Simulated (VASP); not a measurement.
# Na3LiB5 (P-4m2) in VASP: a series of runs

Runs on Na3LiB5. Level: PBE. Tasks: relaxation of cell and atoms, single point.

Program: VASP 6.6.1. These are calculated values, not measurements. Logs are shortened: lines on timing, memory, paths and dates and some standing lists are left out, and cuts for length are marked.

**1. The cell of the first run**

It takes space group P-4m2 (No. 115, tetragonal). The conventional cell has a = 4.801 Å, b = 4.801 Å, c = 4.296 Å, α = 90.00°, β = 90.00°, γ = 90.00°. Na (site symmetry -4m2) has 4 B at 1.98 Å within 2.6 Å. Within 2.5 Å of Na (site symmetry 2mm) lie 2 B at 1.89 Å. Li (site symmetry -4m2) has 10 B at 2.15 to 2.70 Å and 4 Na at 2.54 Å within 2.8 Å. Within 2.5 Å of B (site symmetry m) lie 2 Na at 1.89 to 1.98 Å and 1 B at 1.89 Å. Within 2.8 Å of B (site symmetry -4m2) lie 2 Li at 2.15 Å and 4 Na at 2.74 Å.

**2. Relaxation of cell and atoms, PBE**

File INCAR:

```
PREC = Accurate ; ENCUT = 600
EDIFF = 1E-6 ; ISMEAR = 0
SIGMA = 0.1 ; LREAL = False
LASPH = True ; NELM = 60
ALGO = Normal ; ISIF = 3
LWAVE = False ; LCHARG = False
GGA = PE ; IBRION = 2
NSW = 90 ; EDIFFG = -0.04
```

File KPOINTS:

```
regular mesh
0
Gamma
  4 4 4
```

File POSCAR:

```
Na3LiB5
1.0
    4.8012090200      0.0000000000      0.0000000000
    0.0000000000      4.8012090200      0.0000000000
    0.0000000000      0.0000000000      4.2961012400
Na Li B
3 1 5
Direct
    0.5000000000      0.5000000000      0.5000000000
    0.0000000000      0.5000000000      0.1913696000
    0.5000000000      0.0000000000      0.8086304000
    0.0000000000      0.0000000000      0.0000000000
    0.1969920600      0.5000000000      0.8114991500
    0.8030079400      0.5000000000      0.8114991500
    0.5000000000      0.8030079400      0.1885008500
    0.5000000000      0.1969920600      0.1885008500
    0.0000000000      0.0000000000      0.5000000000
```

Potentials or basis: VASP PAW PBE potentials, release 64 (Na_pv, Li_sv, B).

Started as:

```
> cat potpaw_PBE.64/Na_pv/POTCAR potpaw_PBE.64/Li_sv/POTCAR potpaw_PBE.64/B/POTCAR > POTCAR
> mpirun -np 1 vasp_std > vasp.out
```

OUTCAR:

```text
PREC = Accurate
   ENCUT = 600
   EDIFF = 1E-6
   ISMEAR = 0
   LREAL = False
   LASPH = True
   NELM = 60
   ISIF = 3
   GGA = PE
   IBRION = 2
   NSW = 90
   EDIFFG = -0.04

 ion  position               nearest neighbor table
   1  0.500  0.500  0.500-   5 1.98   6 1.98   7 1.98   8 1.98   2 2.74   3 2.74   3 2.74   2 2.74

   2  0.000  0.500  0.191-   5 1.89   6 1.89   4 2.54   4 2.54   1 2.74   1 2.74
   3  0.500  0.000  0.809-   7 1.89   8 1.89   4 2.54   4 2.54   1 2.74   1 2.74
   4  0.000  0.000  0.000-   9 2.15   9 2.15   2 2.54   3 2.54   2 2.54   3 2.54
   5  0.197  0.500  0.811-   2 1.89   6 1.89   1 1.98
   6  0.803  0.500  0.811-   2 1.89   5 1.89   1 1.98
   7  0.500  0.803  0.189-   3 1.89   8 1.89   1 1.98
   8  0.500  0.197  0.189-   3 1.89   7 1.89   1 1.98
   9  0.000  0.000  0.500-   4 2.15   4 2.15

  LATTYP: Found a simple tetragonal cell.
 ALAT       =     4.8012090200
 C/A-ratio  =     0.8947957113

  Lattice vectors:

 A1 = (   4.8012090200,   0.0000000000,   0.0000000000)
 A2 = (   0.0000000000,   4.8012090200,   0.0000000000)
 A3 = (   0.0000000000,   0.0000000000,   4.2961012400)

Analysis of symmetry for initial positions (statically):
=====================================================================
 Subroutine PRICEL returns:
 Original cell was already a primitive cell.

 Routine SETGRP: Setting up the symmetry group for a
 simple tetragonal supercell.

 Subroutine GETGRP returns: Found  8 space group operations
 (whereof  8 operations were pure point group operations)
 out of a pool of 16 trial point group operations.

The static configuration has the point symmetry D_2d.

Analysis of symmetry for dynamics (positions and initial velocities):
=====================================================================
 Subroutine PRICEL returns:
 Original cell was already a primitive cell.

 Routine SETGRP: Setting up the symmetry group for a
 simple tetragonal supercell.

 Subroutine GETGRP returns: Found  8 space group operations
 (whereof  8 operations were pure point group operations)
 out of a pool of 16 trial point group operations.

The dynamic configuration has the point symmetry D_2d.

 Subroutine INISYM returns: Found  8 space group operations
 (whereof  8 operations are pure point group operations),
 and found     1 'primitive' translations

----------------------------------------------------------------------------------------

                                     Primitive cell

  volume of cell :      99.0320

  direct lattice vectors                    reciprocal lattice vectors
     4.801209020  0.000000000  0.000000000     0.208280872  0.000000000  0.000000000
     0.000000000  4.801209020  0.000000000     0.000000000  0.208280872  0.000000000
     0.000000000  0.000000000  4.296101240     0.000000000  0.000000000  0.232769189

  length of vectors
     4.801209020  4.801209020  4.296101240     0.208280872  0.208280872  0.232769189

  position of ions in fractional coordinates (direct lattice)
     0.500000000  0.500000000  0.500000000
     0.000000000  0.500000000  0.191369600
     0.500000000  0.000000000  0.808630400
     0.000000000  0.000000000  0.000000000
     0.196992060  0.500000000  0.811499150
     0.803007940  0.500000000  0.811499150
     0.500000000  0.803007940  0.188500850
     0.500000000  0.196992060  0.188500850
     0.000000000  0.000000000  0.500000000

  ion indices of the primitive-cell ions
   primitive index   ion index
                 1           1
                 2           2
                 3           3
                 4           4
                 5           5
                 6           6
                 7           7
                 8           8
                 9           9

----------------------------------------------------------------------------------------

 KPOINTS: regular mesh

Automatic generation of k-mesh.
 Grid dimensions read from file:
 generate k-points for:    4    4    4

 Generating k-lattice:

  Cartesian coordinates                     Fractional coordinates (reciprocal lattice)
     0.052070218  0.000000000  0.000000000     0.250000000  0.000000000  0.000000000
     0.000000000  0.052070218  0.000000000     0.000000000  0.250000000  0.000000000
     0.000000000  0.000000000  0.058192297     0.000000000  0.000000000  0.250000000

  Length of vectors
     0.052070218  0.052070218  0.058192297

  Shift w.r.t. Gamma in fractional coordinates (k-lattice)
     0.000000000  0.000000000  0.000000000

 Subroutine IBZKPT returns following result:
 ===========================================

 Found     18 irreducible k-points:

 Following reciprocal coordinates:
            Coordinates               Weight
  0.000000  0.000000  0.000000      1.000000
  0.250000  0.000000  0.000000      4.000000
  0.500000  0.000000  0.000000      2.000000
  0.250000  0.250000  0.000000      4.000000
  0.500000  0.250000  0.000000      4.000000
  0.500000  0.500000  0.000000      1.000000
[... 10 lines left out ...]
  0.500000  0.250000  0.500000      4.000000
  0.500000  0.500000  0.500000      1.000000
   k-points           NKPTS =     18   k-points in BZ     NKDIM =     18   number of bands    NBANDS=     24
   number of dos      NEDOS =    301   number of ions     NIONS =      9
   total plane-waves  NPLWV =  57600
   dimension x,y,z NGX =    40 NGY =   40 NGZ =   36
   dimension x,y,z NGXF=    80 NGYF=   80 NGZF=   72
   ions per type =               3   1   5
   NGX,Y,Z   is equivalent  to a cutoff of  13.85, 13.85, 13.93 a.u.
   NGXF,Y,Z  is equivalent  to a cutoff of  27.70, 27.70, 27.86 a.u.
 SYSTEM =  unknown system
   PREC   = accura    normal or accurate (medium, high low for compatibility)
   ISTART =      0    job   : 0-new  1-cont  2-samecut
   ICHARG =      2    charge: 1-file 2-atom 10-const
   ISPIN  =      1    spin polarized calculation?
   LNONCOLLINEAR =      F non collinear calculations
   LSORBIT =      F    spin-orbit coupling
   LASPH  =      T    aspherical Exc in radial PAW
   ENCUT  =  600.0 eV  44.10 Ry    6.64 a.u.   9.59  9.59  8.58*2*pi/ulx,y,z
   NELM   =     60;   NELMIN=  2; NELMDL= -5     # of ELM steps
   EDIFF  = 0.1E-05   stopping-criterion for ELM
   LREAL  =      F    real-space projection
   EDIFFG = -.4E-01   stopping-criterion for IOM
   NSW    =     90    number of steps for IOM
   IBRION =      2    ionic relax: 0-MD 1-quasi-New 2-CG
   NFREE  =      1    steps in history (QN), initial steepest desc. (CG)
   ISIF   =      3    stress and relaxation
   ISYM   =      2    0-nonsym 1-usesym 2-fastsym
   POTIM  = 0.5000    time-step for ionic-motion
   TEBEG  =    0.0;   TEEND  =   0.0 temperature during run
   PSTRESS=    0.0 pullay stress
   NELECT =      39.0000    total number of electrons
   NUPDOWN=      -1.0000    fix difference up-down
   EMIN   =  10.00;   EMAX   =-10.00  energy-range for DOS
   EFERMI =   0.00;   METHOD = LEGACY
   ISMEAR =     0;   SIGMA  =   0.10  broadening in eV -4-tet -1-fermi 0-gaus
   EFERMI_NEDOS =   21; number of points for ismear=-14 and -15
   IALGO  =     38    algorithm
   IMIX   =      4    mixing-type and parameters
     AMIX     =   0.40;   BMIX     =  1.00
     AMIX_MAG =   1.60;   BMIX_MAG =  1.00
  volume/ion in A,a.u.               =      11.00        74.26
  Fermi-wavevector in a.u.,A,eV,Ry     =   1.199972  2.267618 19.591476  1.439933
  Thomas-Fermi vector in A             =   2.335820
   LORBIT       =      0    0 simple, 1 ext, 2 COOP (PROOUT), +10 PAW based schemes
   GGA     = PE    functional components
   LHFCALC =     F    Hartree Fock is set to
   AEXX    =    0.0000 exact exchange contribution
   IVDW    =     0    specifies the selected vdW correction
   LEPSILON=     F    determine dielectric tensor
   LRPA    =     F    only Hartree local field effects (RPA)
 conjugate gradient relaxation of ions
 non-spin polarized calculation
 Gauss-broadening in eV      SIGMA  =   0.10
  energy-cutoff  :      600.00
  volume of cell :       99.03
 maximum number of plane-waves:      3333
 NGX is ok and might be reduce to    40
   NGX = 19   NGY = 19   NGZ = 17

--------------------------------------- Ionic step        1  -------------------------------------------

 number of electron      38.9999993 magnetization

 Free energy of the ion-electron system (eV)
  ---------------------------------------------------
  ext. energy  EPLUGINS =         0.00000000
  ---------------------------------------------------
  free energy    TOTEN  =       -17.74531684 eV

  energy without entropy =      -17.72770463  energy(sigma->0) =      -17.73651073

------------------------ aborting loop because EDIFF is reached ----------------------------------------

  FORCE on cell =-STRESS in cart. coord.  units (eV):
  Direction    XX          YY          ZZ          XY          YZ          ZX
  --------------------------------------------------------------------------------------
  -------------------------------------------------------------------------------------
  Total        6.7450658      6.7450658     42.7000767      0.0000000     -0.0000000      0.0000000
  in kB      109.1241922    109.1241922    690.8177747      0.0000000     -0.0000000      0.0000000
  external PRESSURE =     303.0220530 kB  Pullay stress =       0.0000000 kB
[... 110 lines left out ...]
  FREE ENERGIE OF THE ION-ELECTRON SYSTEM (eV)
  ---------------------------------------------------
  free  energy   TOTEN  =       -26.5112594881 eV

  energy  without entropy=      -26.4814522286  energy(sigma->0) =      -26.49635586

 E-fermi :   3.8178     XC(G=0): -10.1012

 val. band max:        3.8175048817   @ k =   0.5000   0.2500   0.5000
 cond. band min:       3.8300187732   @ k =   0.2500   0.0000   0.5000
 fundamental gap:      0.0125138915
 Fermi energy:         3.8177842651

 k-point     1 :       0.0000    0.0000    0.0000
  band No.  band energies     occupation
      1     -41.1894      2.00000
      2     -21.4614      2.00000
      3     -21.4614      2.00000
      4     -21.3571      2.00000
      5     -20.2400      2.00000
      6     -20.2036      2.00000
[... 475 lines left out ...]
     23       5.5138      0.00000
     24       7.9538      0.00000

 E-fermi :   2.4903     XC(G=0):  -9.1540

 val. band max:        2.4831683942   @ k =   0.0000   0.0000   0.5000
 cond. band min:       2.5076389553   @ k =   0.2500   0.2500   0.0000
 fundamental gap:      0.0244705611
 Fermi energy:         2.4902704356

 k-point     1 :       0.0000    0.0000    0.0000
  band No.  band energies     occupation
      1     -43.1814      2.00000
      2     -22.5839      2.00000
      3     -22.5839      2.00000
      4     -22.5715      2.00000
      5     -21.5438      2.00000
      6     -21.5438      2.00000
[... 475 lines left out ...]
     23       4.2841      0.00000
     24       6.0868      0.00000

[... ionic steps 4 to 48 ...]

--------------------------------------- Ionic step       49  -------------------------------------------

 number of electron      38.9999956 magnetization

------------------------ aborting loop because EDIFF is reached ----------------------------------------
[... 81 lines left out ...]
--------------------------------------- Ionic step       51  -------------------------------------------

 number of electron      38.9999945 magnetization

 Free energy of the ion-electron system (eV)
  ---------------------------------------------------
  ext. energy  EPLUGINS =         0.00000000
  ---------------------------------------------------
  free energy    TOTEN  =       -32.54667212 eV

  energy without entropy =      -32.52492266  energy(sigma->0) =      -32.53579739

 E-fermi :   2.3129     XC(G=0):  -8.9461

 val. band max:        2.3018034405   @ k =   0.2500   0.2500   0.5000
 cond. band min:       2.3946516741   @ k =   0.5000   0.0000   0.2500
 fundamental gap:      0.0928482336
 Fermi energy:         2.3129162450

 k-point     1 :       0.0000    0.0000    0.0000
  band No.  band energies     occupation
      1     -43.5871      2.00000
      2     -22.2034      2.00000
      3     -22.1132      2.00000
      4     -22.1132      2.00000
      5     -21.7500      2.00000
      6     -21.7500      2.00000
[... 511 lines left out ...]
  FREE ENERGIE OF THE ION-ELECTRON SYSTEM (eV)
  ---------------------------------------------------
  free  energy   TOTEN  =       -32.5466721160 eV

  energy  without entropy=      -32.5249226612  energy(sigma->0) =      -32.53579739

 reached required accuracy - stopping structural energy minimisation
```

Run time: 13 min. Hardware: 1 thread of Intel Xeon 6975P-C (Granite Rapids), shared host; peak memory 0.26 GiB.

Results:

```
Free energy                            : -32.5467 eV
Relaxed volume                         : 13.86 Å³/atom
Relaxed cell                           : a = 4.087 Å, b = 4.087 Å, c = 7.469 Å, α = 90.00°, β = 90.00°, γ = 90.00°
Space group after relaxing (to 0.05 Å) : P-4m2 (No. 115)
Energy gained by relaxing              : 1644.6 meV/atom
Ionic steps                            : 51
Pressure after relaxing                : 0.0 GPa
Largest force after relaxing           : 0.038 eV/Å
```

Forces in eV/Å, atoms in the order of the input:
```
Na   0.000  0.000  0.000
Na   0.000  0.000 -0.003
Na   0.000  0.000  0.003
Li   0.000  0.000  0.000
B    0.035  0.000  0.016
B   -0.035  0.000  0.016
B    0.000 -0.035 -0.016
B    0.000  0.035 -0.016
B    0.000  0.000  0.000
```

Step by step:
| step | energy change (eV) | largest force (eV/Å) | pressure (GPa) | volume (Å³) |
| --- | --- | --- | --- | --- |
| 1 | 0.0000 | 8.4312 | 30.30 | 99.03 |
| 3 | -8.7659 | 2.2285 | -1.02 | 134.77 |
| 5 | -8.8650 | 1.5302 | -1.99 | 141.63 |
| 7 | -9.0082 | 0.6311 | -0.35 | 140.27 |
| 9 | -9.3058 | 0.3802 | -0.98 | 136.28 |
| 11 | -9.3861 | 0.4003 | -1.05 | 133.90 |
| 13 | -9.5218 | 0.6632 | -0.94 | 129.56 |
| 15 | -12.1284 | 3.1259 | 11.48 | 99.74 |
| 17 | -11.5312 | 4.8735 | 23.96 | 94.23 |
| 19 | -11.5849 | 4.9460 | 21.49 | 95.53 |
| 21 | -11.6168 | 4.7623 | 22.84 | 94.81 |
| 23 | -11.6240 | 4.6060 | 24.00 | 94.23 |
| 25 | -11.6986 | 4.4576 | 23.53 | 94.44 |
| 27 | -12.0112 | 3.8275 | 21.52 | 95.37 |
| 29 | -12.9360 | 1.8117 | 14.90 | 99.17 |
| 31 | -13.6725 | 1.6743 | 3.35 | 115.32 |
| 33 | -13.7821 | 0.9015 | 4.94 | 110.62 |
| 35 | -13.9944 | 0.5467 | 1.54 | 115.16 |
| 37 | -14.2064 | 0.7875 | -2.38 | 123.02 |
| 39 | -14.7132 | 0.4538 | -1.15 | 129.81 |
| 41 | -14.7152 | 0.4601 | -1.23 | 129.44 |
| 43 | -14.7482 | 0.2679 | 0.68 | 125.87 |
| 45 | -14.7751 | 0.3053 | 0.09 | 125.50 |
| 47 | -14.7974 | 0.0930 | -0.34 | 125.39 |
| 49 | -14.8005 | 0.0465 | -0.06 | 124.95 |
| 51 | -14.8014 | 0.0383 | -0.01 | 124.75 |

Final structure:
```
Na Li B
1.0
     4.08691    0.00000    0.00000
     0.00000    4.08691    0.00000
     0.00000    0.00000    7.46867
Na Li B
3 1 5
Direct
  0.50000 0.50000 0.50000
  0.00000 0.50000 0.27362
  0.50000 0.00000 0.72638
  0.00000 0.00000 0.00000
  0.21885 0.50000 0.96448
  0.78115 0.50000 0.96448
  0.50000 0.78115 0.03552
  0.50000 0.21885 0.03552
  0.00000 0.00000 0.50000
```

Caveat: the k points lie up to 0.38 Å⁻¹ apart in the final cell; the cutoff is under 1.25 times the usual one of these potentials, so pressure, stress and relaxed cells hold a basis-set (Pulay) error; the volume moved by over 15 % at a fixed basis, so the end points are rough.

(Continued in part 2 of 2.)
